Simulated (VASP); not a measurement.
# Sb in VASP: settings compared

Sb is run at these levels: LDA, PBE, PBEsol, RPBE, revPBE; tasks: single point.

Everything below comes from runs of VASP 6.6.1. Logs are shortened: lines on timing, memory, paths and dates and some standing lists are left out, and cuts for length are marked.

## Step 1: The cell of the first run

The cell holds a slab with vacuum, 6 atoms: a = 3.369 Å, b = 3.369 Å, c = 28.325 Å, α = 90.00°, β = 90.00°, γ = 120.00°.

## Step 2: Single point, LDA

File INCAR:

```
PREC     = Accurate       # precision mode
ENCUT    = 520            # plane-wave cutoff, eV
EDIFF    = 1E-6           # SCF threshold, eV
ISMEAR   = -1             # smearing method
SIGMA    = 0.05           # smearing width, eV
LREAL    = F              # projectors in reciprocal space
LASPH    = T              # aspherical terms in the spheres
NELM     = 60             # most SCF steps
ALGO     = Normal         # electronic algorithm
ISIF     = 2              # what is computed and relaxed
LWAVE    = F              # write WAVECAR
LCHARG   = T              # write CHGCAR
LDIPOL   = T            
IDIPOL   = 3            
DIPOL    = 0.5 0.5 0.500
GGA      = CA             # functional
LELF     = T              # ELF
LVHAR    = T            
LVACPOTAV= T            
NBANDS   = 24             # bands
```

File KPOINTS:

```
regular mesh
0
Gamma
  9 9 1
```

File POSCAR:

```
Sb
1.0
    3.3690001795      0.0000000000      0.0000000000
   -1.6845000897      2.9176397408      0.0000000000
    0.0000000000      0.0000000000     28.3250000000
Sb
6
Direct
    0.6666666667      0.3333333334      0.2647837599
    0.3333333333      0.6666666666      0.3588702560
    0.6666666667      0.3333333334      0.4529567520
    0.3333333333      0.6666666666      0.5470432480
    0.6666666667      0.3333333334      0.6411297440
    0.3333333333      0.6666666666      0.7352162401
```

Potentials or basis: VASP PAW LDA potentials, release 64 (Sb).

Run with:

```
$ cat potpaw_LDA.64/Sb/POTCAR > POTCAR
$ mpirun -np 1 vasp_std > vasp.out
```

OUTCAR:

```text
PREC = Accurate
   ENCUT = 520
   EDIFF = 1E-6
   ISMEAR = -1
   LREAL = F
   LASPH = T
   NELM = 60
   ISIF = 2
   GGA = CA

 ion  position               nearest neighbor table
   1  0.667  0.333  0.265-   2 3.30   2 3.30   2 3.30
   2  0.333  0.667  0.359-   3 3.30   3 3.30   3 3.30   1 3.30   1 3.30   1 3.30
   3  0.667  0.333  0.453-   2 3.30   4 3.30   2 3.30   4 3.30   2 3.30   4 3.30
   4  0.333  0.667  0.547-   5 3.30   3 3.30   5 3.30   3 3.30   5 3.30   3 3.30
   5  0.667  0.333  0.641-   4 3.30   4 3.30   4 3.30   6 3.30   6 3.30   6 3.30
   6  0.333  0.667  0.735-   5 3.30   5 3.30   5 3.30

  LATTYP: Found a hexagonal cell.
 ALAT       =     3.3690001795
 C/A-ratio  =     8.4075388812

  Lattice vectors:

 A1 = (   3.3690001795,   0.0000000000,   0.0000000000)
 A2 = (  -1.6845000897,   2.9176397408,   0.0000000000)
 A3 = (   0.0000000000,   0.0000000000,  28.3250000000)

Analysis of symmetry for initial positions (statically):
=====================================================================
 Subroutine PRICEL returns:
 Original cell was already a primitive cell.

 Routine SETGRP: Setting up the symmetry group for a
 hexagonal supercell.

 Subroutine GETGRP returns: Found 12 space group operations
 (whereof 12 operations were pure point group operations)
 out of a pool of 24 trial point group operations.

The static configuration has the point symmetry D_3d.

Analysis of symmetry for dynamics (positions and initial velocities):
=====================================================================
 Subroutine PRICEL returns:
 Original cell was already a primitive cell.

 Routine SETGRP: Setting up the symmetry group for a
 hexagonal supercell.

 Subroutine GETGRP returns: Found 12 space group operations
 (whereof 12 operations were pure point group operations)
 out of a pool of 24 trial point group operations.

The dynamic configuration has the point symmetry D_3d.

 Subroutine INISYM returns: Found 12 space group operations
 (whereof 12 operations are pure point group operations),
 and found     1 'primitive' translations

----------------------------------------------------------------------------------------

                                     Primitive cell

  volume of cell :     278.4214

  direct lattice vectors                    reciprocal lattice vectors
     3.369000179  0.000000000  0.000000000     0.296823968  0.171371398  0.000000000
    -1.684500090  2.917639741  0.000000000     0.000000000  0.342742795  0.000000000
[... 88 lines left out ...]
   POTIM  = 0.5000    time-step for ionic-motion
   TEBEG  =    0.0;   TEEND  =   0.0 temperature during run
   PSTRESS=    0.0 pullay stress
   NELECT =      30.0000    total number of electrons
   NUPDOWN=      -1.0000    fix difference up-down
   EMIN   =  10.00;   EMAX   =-10.00  energy-range for DOS
   EFERMI =   0.00;   METHOD = LEGACY
   ISMEAR =    -1;   SIGMA  =   0.05  broadening in eV -4-tet -1-fermi 0-gaus
   EFERMI_NEDOS =   21; number of points for ismear=-14 and -15
   IALGO  =     38    algorithm
   IMIX   =      4    mixing-type and parameters
     AMIX     =   0.40;   BMIX     =  1.00
     AMIX_MAG =   1.60;   BMIX_MAG =  1.00
  volume/ion in A,a.u.               =      46.40       313.15
  Fermi-wavevector in a.u.,A,eV,Ry     =   0.779018  1.472131  8.256963  0.606870
  Thomas-Fermi vector in A             =   1.882035
   LORBIT       =      0    0 simple, 1 ext, 2 COOP (PROOUT), +10 PAW based schemes
   GGA     = CA    functional components
   LHFCALC =     F    Hartree Fock is set to
   AEXX    =    0.0000 exact exchange contribution
   IVDW    =     0    specifies the selected vdW correction
   LEPSILON=     F    determine dielectric tensor
   LRPA    =     F    only Hartree local field effects (RPA)
 non-spin polarized calculation
  energy-cutoff  :      520.00
  volume of cell :      278.42
 maximum number of plane-waves:      7521
 NGX is ok and might be reduce to    28
   NGX = 13   NGY = 13   NGZ =105

 dipolmoment           0.000000      0.000000      0.000000 electrons x Angstroem

 number of electron      30.0000000 magnetization

 dipolmoment           0.000000      0.000000     -0.000000 electrons x Angstroem

 Free energy of the ion-electron system (eV)
  ---------------------------------------------------
  ext. energy  EPLUGINS =         0.00000000
  ---------------------------------------------------
  free energy    TOTEN  =       -26.84901706 eV

  energy without entropy =      -26.80485542  energy(sigma->0) =      -26.82693624

 E-fermi :   2.9531     XC(G=0):  -6.5113

 val. band max:        2.9251719309   @ k =   0.3333  -0.0000   0.0000
 cond. band min:       2.9697589328   @ k =   0.3333   0.2222   0.0000
 fundamental gap:      0.0445870020
 Fermi energy:         2.9530784128

 k-point     1 :       0.0000    0.0000    0.0000
  band No.  band energies     occupation
      1     -10.0324      2.00000
      2      -9.6238      2.00000
      3      -8.9861      2.00000
      4      -8.1566      2.00000
      5      -7.1855      2.00000
      6      -6.3254      2.00000
[... 313 lines left out ...]
     23       5.6312      0.00000
     24       5.6312      0.00000

------------------------ aborting loop because EDIFF is reached ----------------------------------------

  FORCE on cell =-STRESS in cart. coord.  units (eV):
  Direction    XX          YY          ZZ          XY          YZ          ZX
  --------------------------------------------------------------------------------------
  -------------------------------------------------------------------------------------
  Total       -2.9602874     -2.9602874     -2.6138697     -0.0000000      0.0000000     -0.0000000
  in kB      -17.0349885    -17.0349885    -15.0415262     -0.0000000      0.0000000     -0.0000000
  external PRESSURE =     -16.3705011 kB  Pullay stress =       0.0000000 kB

 VOLUME and BASIS-vectors are now :
 -----------------------------------------------------------------------------
  energy-cutoff  :      520.00
  volume of cell :      278.42
      direct lattice vectors                 reciprocal lattice vectors
     3.369000179  0.000000000  0.000000000     0.296823968  0.171371398  0.000000000
    -1.684500090  2.917639741  0.000000000     0.000000000  0.342742795  0.000000000
     0.000000000  0.000000000 28.325000000     0.000000000  0.000000000  0.035304501

 POSITION                                       TOTAL-FORCE (eV/Angst)
 -----------------------------------------------------------------------------------
      1.68450      0.97255      7.50000         0.000000     -0.000000      0.385893
      0.00000      1.94509     10.16500         0.000000      0.000000     -0.302777
      1.68450      0.97255     12.83000        -0.000000     -0.000000     -0.045844
      0.00000      1.94509     15.49500         0.000000      0.000000      0.045844
      1.68450      0.97255     18.16000        -0.000000     -0.000000      0.302777
      0.00000      1.94509     20.82500        -0.000000     -0.000000     -0.385893
 -----------------------------------------------------------------------------------
    total drift:                                0.000000     -0.000000     -0.000000

  FREE ENERGIE OF THE ION-ELECTRON SYSTEM (eV)
  ---------------------------------------------------
  free  energy   TOTEN  =       -26.8490170620 eV

  energy  without entropy=      -26.8048554155  energy(sigma->0) =      -26.82693624

 vacuum level on the upper side and lower side of the slab         7.472         7.472
```

stdout:

```text
POSCAR found type information on POSCAR Sb
 POSCAR found :  1 types and       6 ions
 scaLAPACK will be used
 LDA part: xc-table for (Slater(with rela. corr.)+CA(PZ))
 , standard interpolation
 POSCAR, INCAR and KPOINTS ok, starting setup
 FFT: planning ... GRIDC
 FFT: planning ... GRID_SOFT
 FFT: planning ... GRID
 WAVECAR not read
 entering main loop
 -----------------------------------------------------------------------------
|                                                                             |
|           W    W    AA    RRRRR   N    N  II  N    N   GGGG   !!!           |
|           W    W   A  A   R    R  NN   N  II  NN   N  G    G  !!!           |
|           W    W  A    A  R    R  N N  N  II  N N  N  G       !!!           |
|           W WW W  AAAAAA  RRRRR   N  N N  II  N  N N  G  GGG   !            |
|           WW  WW  A    A  R   R   N   NN  II  N   NN  G    G                |
|           W    W  A    A  R    R  N    N  II  N    N   GGGG   !!!           |
|                                                                             |
|     Did not find any points to average over, which means that no vacuum     |
|     field-free region was found. Please increase the size of  your cell     |
|     in the dimension of the dipole correction to obtain accurate            |
|     workfunction values.                                                    |
|                                                                             |
 -----------------------------------------------------------------------------
```

It took 87 s on 1 thread of Intel Xeon 6975P-C (Granite Rapids), shared host; peak memory 0.33 GiB.

What came out:

```
Free energy            : -26.8490 eV
Largest force          : 0.386 eV/Å
Band gap on the k mesh : zero (band 15 reaches 6.69 eV, above the bottom of band 16 at 0.61 eV)
```

Forces on the atoms (eV/Å):
```
Sb   0.000  0.000  0.386
Sb   0.000  0.000 -0.303
Sb   0.000  0.000 -0.046
Sb   0.000  0.000  0.046
Sb   0.000  0.000  0.303
Sb   0.000  0.000 -0.386
```

Levels at points of the mesh, in eV from the Fermi level:
| k point | band 11 | band 12 | band 13 | band 14 | band 15 | band 16 | band 17 | band 18 | band 19 | band 20 |
| --- | --- | --- | --- | --- | --- | --- | --- | --- | --- | --- |
| (0.00, 0.00, 0.00) | 2.02 | 3.42 | 3.42 | 3.72 | 3.74 | 3.74 | 4.17 | 4.17 | 4.21 | 4.62 |

Caveat: spin-orbit coupling is left out, which moves the levels of the heavy elements.

(Continued in part 2 of 2.)
